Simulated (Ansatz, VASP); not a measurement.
**Cu: VASP beside Ansatz**

```xyz
1
Lattice="-1.4428 1.4428 1.3761 1.4428 -1.4428 1.3761 1.4428 1.4428 -1.3761" Properties=species:S:1:pos:R:3 pbc="T T T"
Cu    0.0000    0.0000    0.0000
```

Alike in both runs: task single point; functional PBE; k mesh 5 × 5 × 5; occupations fermi-dirac, width 0.04 eV; no spin polarisation.

|  | VASP | Ansatz |
| --- | --- | --- |
| version | VASP 6.6.1 | Ansatz 0.2.0 |
| potentials or method | VASP PAW PBE potentials, release 64 (Cu), cutoff 520 eV | all-electron LAPW, scalar-relativistic |

|  | VASP | Ansatz | Ansatz less VASP |
| --- | --- | --- | --- |
| gap on the k mesh at the Fermi level (eV) | none | none | - |
| pressure (GPa) | 7.7 | 7.2 | -0.51 |
| traceless stress, the component that is largest in VASP (GPa) | -5.60 | -5.61 | -0.004 |

A gap of «none» marks a metal or a gap that the smearing closes. Ansatz ran all-electron here, and VASP with PAW potentials.

The k mesh is coarse, so the values compare programs but aren't converged.
